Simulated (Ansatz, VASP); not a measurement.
**Sc in VASP and in Ansatz**

```xyz
3
Lattice="5.1215 0.0000 0.0000 -2.5607 4.4353 0.0000 0.0000 0.0000 3.2325" Properties=species:S:1:pos:R:3 pbc="T T T"
Sc    0.0000    0.0000    0.0000
Sc    0.0000    2.9569    1.6163
Sc    2.5607    1.4784    1.6163
```

Alike in both runs: functional PBE; k mesh 12 × 12 × 14; occupations gaussian, width 0.1 eV; no spin polarisation.

Ansatz relaxed the structure, and its values are those at the end. VASP's run is a single point on that final structure, the one shown.

```csv
,VASP,Ansatz
version,VASP 6.6.1,Ansatz 0.2.0
potentials or method,"VASP PAW PBE potentials, release 64 (Sc_sv), cutoff 520 eV","scalar-relativistic, plane waves, PAW"
valence electrons in the cell,33,33
```

Ansatz gave:

```
gap on the k mesh at the Fermi level (eV) : none
pressure (GPa)                            : 0.0
```

Task: Which values does VASP return?

Result: gap on the k mesh at the Fermi level (eV): none; pressure (GPa): 0.1.

A gap of «none» marks a metal or a gap that the smearing closes.
